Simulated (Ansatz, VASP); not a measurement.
Two plane-wave programs on I

```
I
1.0
    -1.61746    1.61746    4.26481
     1.61746   -1.61746    4.26481
     1.61746    1.61746   -4.26481
I
1
Direct
  0.00000 0.00000 0.00000
```

Alike in both runs: task single point; functional PBE-based screened hybrid; k mesh 6 × 6 × 6; occupations fermi-dirac, width 0.05 eV; no spin polarisation.

|  | VASP | Ansatz |
| --- | --- | --- |
| version | VASP 6.6.1 | Ansatz 0.2.0 |
| potentials or method | VASP PAW PBE potentials, release 64 (I) | Ansatz PAW |
| plane-wave cutoff (eV) | 520 | 420 |
| valence electrons in the cell | 7 | 17 |

Ansatz gave:

- gap on the k mesh at the Fermi level (eV): none
- pressure (GPa): -0.8
- traceless stress, the component that is largest in VASP (GPa): 0.76

**Question.** What did VASP give for the same quantities?

**Answer.** gap on the k mesh at the Fermi level (eV): none; pressure (GPa): -0.9; traceless stress, the component that is largest in VASP (GPa): 0.90.

VASP's potentials were made for PBE, not for PBE-based screened hybrid. A gap of «none» marks a metal or a gap that the smearing closes. VASP's potentials hold 7 valence electrons a cell and Ansatz's 17, so a difference there can come from the potentials and not from the codes.

The k mesh is coarse, so the values compare programs but aren't converged. Neither program's run includes spin-orbit coupling.
